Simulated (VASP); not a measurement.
A run of VASP 6.6.1 is set up as follows.

The input INCAR:

```
SYSTEM = Y2SiSe
PREC     = Accurate       ! precision mode
ENCUT    = 520            ! plane-wave cutoff, eV
EDIFF    = 1E-6           ! SCF threshold, eV
ISMEAR   = 0              ! smearing method
SIGMA    = 0.1            ! smearing width, eV
LREAL    = .FALSE.        ! projectors in reciprocal space
LASPH    = .TRUE.         ! aspherical terms in the spheres
NELM     = 80             ! most SCF steps
ALGO     = Normal         ! electronic algorithm
ISIF     = 2              ! what is computed and relaxed
LWAVE    = .FALSE.        ! write WAVECAR
LCHARG   = .TRUE.         ! write CHGCAR
GGA      = PE             ! functional
LELF     = .TRUE.         ! ELF
LVHAR    = .TRUE.       
NBANDS   = 24             ! bands
```

The input KPOINTS:

```
regular mesh
0
G
  4 4 4
  0 0 0
```

POSCAR

```
Y2SiSe
1.0
    4.9395331300      0.0000000000      0.0000000000
    0.0000000000      4.9395331300      0.0000000000
    0.0000000000      0.0000000000      4.3999230500
Y Si Se
2 1 1
Direct
    0.5000000000      0.0000000000      0.8809728800
    0.0000000000      0.5000000000      0.8809728800
    0.5000000000      0.5000000000      0.7612335400
    0.0000000000      0.0000000000      0.0003920900
```

Potentials or basis: VASP PAW PBE potentials, release 64 (Y_sv, Si, Se).

The run is started by

```sh
$ cat potpaw_PBE.64/Y_sv/POTCAR potpaw_PBE.64/Si/POTCAR potpaw_PBE.64/Se/POTCAR > POTCAR
$ mpirun -np 1 vasp_std > vasp.out
```

**Question.** What does it give for the band gap on the k mesh?

**Answer.** Zero (band 16 reaches 3.61 eV, above the bottom of band 17 at 3.21 eV).

**Question.** What does it give for the largest force?

**Answer.** 2.197 eV/Å.

**Question.** Predict the pressure.

**Answer.** 25.1 GPa.

Stress tensor (GPa, compression positive):
```
36.64  0.00  0.00
 0.00 36.64  0.00
 0.00  0.00  2.09
```

Caveat: forces of over 1 eV/Å act on the atoms, so gaps and moduli don't describe the material at rest.
